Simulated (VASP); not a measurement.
# Mg2Sn (Fm-3m) in VASP: further runs

The runs below take Mg2Sn through single point, with r2SCAN.

All numbers are computed with VASP 6.6.1; they aren't measurements. Logs are shortened: lines on timing, memory, paths and dates and some standing lists are left out, and cuts for length are marked.

### Step 1. The cell of the first run

The structure is cubic, space group Fm-3m (No. 225). The conventional cell has a = 6.761 Å, b = 6.761 Å, c = 6.761 Å, α = 90.00°, β = 90.00°, γ = 90.00°. Mg (site symmetry -43m) has 4 Sn at 2.93 Å and 6 Mg at 3.38 Å within 3.9 Å. Within 3.9 Å of Sn (site symmetry m-3m) lie 8 Mg at 2.93 Å.

### Step 2. Single point, r2SCAN (25.75 Å³/atom)

The input, POSCAR:

```
Mg2Sn
1.0
    0.0000000000      3.3804988394      3.3804988394
    3.3804988394      0.0000000000      3.3804988394
    3.3804988394      3.3804988394      0.0000000000
Mg Sn
2 1
Direct
    0.2500000000      0.2500000000      0.2500000000
    0.7500000000      0.7500000000      0.7500000000
    0.0000000000      0.0000000000      0.0000000000
```

The input, INCAR.step1:

```
PREC = Accurate
ENCUT = 660
ISMEAR = 0
SIGMA = 0.05
LREAL = F
LASPH = T
NELM = 120
NBANDS = 16
GGA = PE
ALGO = Normal
EDIFF = 1E-5
LWAVE = T
LCHARG = F
GGA_COMPAT = F
```

The input, INCAR.step2:

```
PREC = Accurate
ENCUT = 660
EDIFF = 1E-6
ISMEAR = 0
SIGMA = 0.05
LREAL = F
LASPH = T
NELM = 120
ALGO = Normal
ISIF = 2
LWAVE = F
LCHARG = F
METAGGA = R2SCAN
LMIXTAU = T
NBANDS = 16
ISTART = 1
GGA_COMPAT = F
```

The input, KPOINTS:

```
Automatic mesh
0
Gamma
  8 8 8
```

Potentials or basis: VASP PAW PBE potentials, release 64 (Mg, Sn_d).

The run is started by

```bash
> cat potpaw_PBE.64/Mg/POTCAR potpaw_PBE.64/Sn_d/POTCAR > POTCAR
> cp INCAR.step1 INCAR
> mpirun -np 1 vasp_std > vasp.out
> cp INCAR.step2 INCAR
> mpirun -np 1 vasp_std > vasp.out
```

OUTCAR:

```text
PREC = Accurate
   ENCUT = 660
   EDIFF = 1E-6
   ISMEAR = 0
   LREAL = F
   LASPH = T
   NELM = 120
   ISIF = 2
   METAGGA = R2SCAN
   ISTART = 1

 ion  position               nearest neighbor table
   1  0.250  0.250  0.250-   3 2.93   3 2.93   3 2.93   3 2.93   2 3.38   2 3.38   2 3.38   2 3.38
                             2 3.38   2 3.38
   2  0.750  0.750  0.750-   3 2.93   3 2.93   3 2.93   3 2.93   1 3.38   1 3.38   1 3.38   1 3.38
                             1 3.38   1 3.38
   3  0.000  0.000  0.000-   1 2.93   2 2.93   2 2.93   2 2.93   2 2.93   1 2.93   1 2.93   1 2.93

  LATTYP: Found a face centered cubic cell.
 ALAT       =     6.7609976788

  Lattice vectors:

 A1 = (   0.0000000000,   3.3804988394,   3.3804988394)
 A2 = (   3.3804988394,   0.0000000000,   3.3804988394)
 A3 = (   3.3804988394,   3.3804988394,   0.0000000000)

Analysis of symmetry for initial positions (statically):
=====================================================================
 Subroutine PRICEL returns:
 Original cell was already a primitive cell.

 Routine SETGRP: Setting up the symmetry group for a
 face centered cubic supercell.

 Subroutine GETGRP returns: Found 48 space group operations
 (whereof 48 operations were pure point group operations)
 out of a pool of 48 trial point group operations.

The static configuration has the point symmetry O_h .

Analysis of symmetry for dynamics (positions and initial velocities):
=====================================================================
 Subroutine PRICEL returns:
 Original cell was already a primitive cell.

 Routine SETGRP: Setting up the symmetry group for a
 face centered cubic supercell.

 Subroutine GETGRP returns: Found 48 space group operations
 (whereof 48 operations were pure point group operations)
 out of a pool of 48 trial point group operations.

The dynamic configuration has the point symmetry O_h .

 Subroutine INISYM returns: Found 48 space group operations
 (whereof 48 operations are pure point group operations),
 and found     1 'primitive' translations

----------------------------------------------------------------------------------------

                                     Primitive cell

  volume of cell :      77.2631

  direct lattice vectors                    reciprocal lattice vectors
     0.000000000  3.380498839  3.380498839    -0.147907165  0.147907165  0.147907165
     3.380498839  0.000000000  3.380498839     0.147907165 -0.147907165  0.147907165
     3.380498839  3.380498839  0.000000000     0.147907165  0.147907165 -0.147907165

  length of vectors
     4.780747306  4.780747306  4.780747306     0.256182725  0.256182725  0.256182725

  position of ions in fractional coordinates (direct lattice)
     0.250000000  0.250000000  0.250000000
     0.750000000  0.750000000  0.750000000
     0.000000000  0.000000000  0.000000000

  ion indices of the primitive-cell ions
   primitive index   ion index
                 1           1
                 2           2
                 3           3

----------------------------------------------------------------------------------------

 KPOINTS: Automatic mesh

Automatic generation of k-mesh.
 Grid dimensions read from file:
 generate k-points for:    8    8    8

 Generating k-lattice:

  Cartesian coordinates                     Fractional coordinates (reciprocal lattice)
    -0.018488396  0.018488396  0.018488396     0.125000000  0.000000000  0.000000000
     0.018488396 -0.018488396  0.018488396     0.000000000  0.125000000  0.000000000
     0.018488396  0.018488396 -0.018488396     0.000000000  0.000000000  0.125000000

  Length of vectors
     0.032022841  0.032022841  0.032022841

  Shift w.r.t. Gamma in fractional coordinates (k-lattice)
     0.000000000  0.000000000  0.000000000

 Subroutine IBZKPT returns following result:
 ===========================================

 Found     29 irreducible k-points:

 Following reciprocal coordinates:
            Coordinates               Weight
  0.000000  0.000000  0.000000      1.000000
  0.125000  0.000000  0.000000      8.000000
  0.250000  0.000000  0.000000      8.000000
  0.375000  0.000000  0.000000      8.000000
  0.500000  0.000000  0.000000      4.000000
  0.125000  0.125000  0.000000      6.000000
[... 16 lines left out ...]
  0.500000  0.250000  0.125000     48.000000
 -0.375000  0.250000  0.125000     24.000000
 [... further k-points ...]
   k-points           NKPTS =     29   k-points in BZ     NKDIM =     29   number of bands    NBANDS=     16
   number of dos      NEDOS =    301   number of ions     NIONS =      3
   total plane-waves  NPLWV =  64000
   dimension x,y,z NGX =    40 NGY =   40 NGZ =   40
   dimension x,y,z NGXF=    80 NGYF=   80 NGZF=   80
   ions per type =               2   1
   NGX,Y,Z   is equivalent  to a cutoff of  13.91, 13.91, 13.91 a.u.
   NGXF,Y,Z  is equivalent  to a cutoff of  27.82, 27.82, 27.82 a.u.
 SYSTEM =  unknown system
   PREC   = accura    normal or accurate (medium, high low for compatibility)
   ISTART =      1    job   : 0-new  1-cont  2-samecut
   ICHARG =      0    charge: 1-file 2-atom 10-const
   ISPIN  =      1    spin polarized calculation?
   LNONCOLLINEAR =      F non collinear calculations
   LSORBIT =      F    spin-orbit coupling
   LASPH  =      T    aspherical Exc in radial PAW
   ENCUT  =  660.0 eV  48.51 Ry    6.96 a.u.  10.01 10.01 10.01*2*pi/ulx,y,z
   NELM   =    120;   NELMIN=  2; NELMDL=  0     # of ELM steps
   EDIFF  = 0.1E-05   stopping-criterion for ELM
   LREAL  =      F    real-space projection
   EDIFFG = 0.1E-04   stopping-criterion for IOM
   NSW    =      0    number of steps for IOM
   IBRION =     -1    ionic relax: 0-MD 1-quasi-New 2-CG
   NFREE  =      0    steps in history (QN), initial steepest desc. (CG)
   ISIF   =      2    stress and relaxation
   ISYM   =      2    0-nonsym 1-usesym 2-fastsym
   POTIM  = 0.5000    time-step for ionic-motion
   TEBEG  =    0.0;   TEEND  =   0.0 temperature during run
   PSTRESS=    0.0 pullay stress
   NELECT =      18.0000    total number of electrons
   NUPDOWN=      -1.0000    fix difference up-down
   EMIN   =  10.00;   EMAX   =-10.00  energy-range for DOS
   EFERMI =   0.00;   METHOD = LEGACY
   ISMEAR =     0;   SIGMA  =   0.05  broadening in eV -4-tet -1-fermi 0-gaus
   EFERMI_NEDOS =   21; number of points for ismear=-14 and -15
   IALGO  =     38    algorithm
   IMIX   =      4    mixing-type and parameters
     AMIX     =   0.40;   BMIX     =  1.00
     AMIX_MAG =   1.60;   BMIX_MAG =  1.00
  volume/ion in A,a.u.               =      25.75       173.80
  Fermi-wavevector in a.u.,A,eV,Ry     =   1.007337  1.903591 13.806216  1.014728
  Thomas-Fermi vector in A             =   2.140136
   LORBIT       =      0    0 simple, 1 ext, 2 COOP (PROOUT), +10 PAW based schemes
   METAGGA = R2SCAN    functional components
   LHFCALC =     F    Hartree Fock is set to
   AEXX    =    0.0000 exact exchange contribution
   IVDW    =     0    specifies the selected vdW correction
   LEPSILON=     F    determine dielectric tensor
   LRPA    =     F    only Hartree local field effects (RPA)
 non-spin polarized calculation
 Gauss-broadening in eV      SIGMA  =   0.05
  energy-cutoff  :      660.00
  volume of cell :       77.26
 maximum number of plane-waves:      2996
   NGX = 21   NGY = 21   NGZ = 21

 number of electron      18.0000002 magnetization

 Free energy of the ion-electron system (eV)
  ---------------------------------------------------
  ext. energy  EPLUGINS =         0.00000000
  ---------------------------------------------------
  free energy    TOTEN  =       -33.82771614 eV

  energy without entropy =      -33.82770006  energy(sigma->0) =      -33.82770810

 E-fermi :   4.2761     XC(G=0):  -9.2954

 val. band max:        4.1892015305   @ k =   0.0000   0.0000   0.0000
 cond. band min:       4.3630813878   @ k =   0.5000   0.5000   0.0000
 fundamental gap:      0.1738798573
 Fermi energy:         4.2761409299

 k-point     1 :       0.0000    0.0000    0.0000
  band No.  band energies     occupation
      1     -17.2661      2.00000
      2     -17.2661      2.00000
      3     -17.2661      2.00000
      4     -17.2187      2.00000
      5     -17.2187      2.00000
      6      -5.2995      2.00000
[... 8 lines left out ...]
     15       9.9546      0.00000
     16       9.9546      0.00000

 k-point     2 :       0.1250    0.0000    0.0000
  band No.  band energies     occupation
      1     -17.2659      2.00000
      2     -17.2655      2.00000
      3     -17.2655      2.00000
      4     -17.2187      2.00000
      5     -17.2187      2.00000
      6      -5.1659      2.00000
[... 8 lines left out ...]
     15       9.1514      0.00000
     16       9.7718      0.00000

 k-point     3 :       0.2500    0.0000    0.0000
  band No.  band energies     occupation
      1     -17.2655      2.00000
      2     -17.2640      2.00000
      3     -17.2640      2.00000
      4     -17.2184      2.00000
      5     -17.2184      2.00000
      6      -4.7865      2.00000
[... 8 lines left out ...]
     15       9.2291      0.00000
     16       9.5154      0.00000

 k-point     4 :       0.3750    0.0000    0.0000
  band No.  band energies     occupation
      1     -17.2651      2.00000
      2     -17.2627      2.00000
      3     -17.2627      2.00000
      4     -17.2181      2.00000
      5     -17.2181      2.00000
      6      -4.2669      2.00000
[... 8 lines left out ...]
     15      10.3285      0.00000
     16      11.1016      0.00000
[... 324 lines left out ...]
 k-point    22 :       0.3750    0.2500    0.1250
  band No.  band energies     occupation
      1     -17.2666      2.00000
      2     -17.2623      2.00000
      3     -17.2621      2.00000
      4     -17.2195      2.00000
      5     -17.2172      2.00000
      6      -4.4630      2.00000
[... 8 lines left out ...]
     15      11.5446      0.00000
     16      11.7696      0.00000

 k-point    23 :       0.5000    0.2500    0.1250
  band No.  band energies     occupation
      1     -17.2654      2.00000
      2     -17.2623      2.00000
      3     -17.2607      2.00000
      4     -17.2192      2.00000
      5     -17.2172      2.00000
      6      -3.9836      2.00000
[... 8 lines left out ...]
     15      11.2707      0.00000
     16      11.7858      0.00000

 k-point    24 :      -0.3750    0.2500    0.1250
  band No.  band energies     occupation
      1     -17.2642      2.00000
      2     -17.2630      2.00000
      3     -17.2602      2.00000
      4     -17.2189      2.00000
      5     -17.2173      2.00000
      6      -3.7147      2.00000
[... 8 lines left out ...]
     15      11.1603      0.00000
     16      12.3036      0.00000

 [... further k-points ...]

------------------------ aborting loop because EDIFF is reached ----------------------------------------

  FORCE on cell =-STRESS in cart. coord.  units (eV):
  Direction    XX          YY          ZZ          XY          YZ          ZX
  --------------------------------------------------------------------------------------
  -------------------------------------------------------------------------------------
  Total       -0.0889715     -0.0889715     -0.0889715      0.0000000      0.0000000     -0.0000000
  in kB       -1.8449686     -1.8449686     -1.8449686      0.0000000      0.0000000     -0.0000000
  external PRESSURE =      -1.8449686 kB  Pullay stress =       0.0000000 kB

 VOLUME and BASIS-vectors are now :
 -----------------------------------------------------------------------------
  energy-cutoff  :      660.00
  volume of cell :       77.26
      direct lattice vectors                 reciprocal lattice vectors
     0.000000000  3.380498839  3.380498839    -0.147907165  0.147907165  0.147907165
     3.380498839  0.000000000  3.380498839     0.147907165 -0.147907165  0.147907165
     3.380498839  3.380498839  0.000000000     0.147907165  0.147907165 -0.147907165

 POSITION                                       TOTAL-FORCE (eV/Angst)
 -----------------------------------------------------------------------------------
      1.69025      1.69025      1.69025        -0.000000     -0.000000     -0.000000
      5.07075      5.07075      5.07075         0.000000      0.000000      0.000000
      0.00000      0.00000      0.00000         0.000000      0.000000      0.000000
 -----------------------------------------------------------------------------------
    total drift:                               -0.000000      0.000000      0.000000

  FREE ENERGIE OF THE ION-ELECTRON SYSTEM (eV)
  ---------------------------------------------------
  free  energy   TOTEN  =       -33.8277161409 eV

  energy  without entropy=      -33.8277000639  energy(sigma->0) =      -33.82770810
```

Wall time 4.2 min (1 thread of Intel Xeon 8259CL, shared host); peak memory 0.28 GiB.

Results:

* Free energy: -33.8277 eV
* Pressure: -0.2 GPa

Caveat: the PAW data sets were made with another functional, which shifts forces and pressure a little; spin-orbit coupling is left out, which moves the levels of the heavy elements.

(Continued in part 2 of 2.)
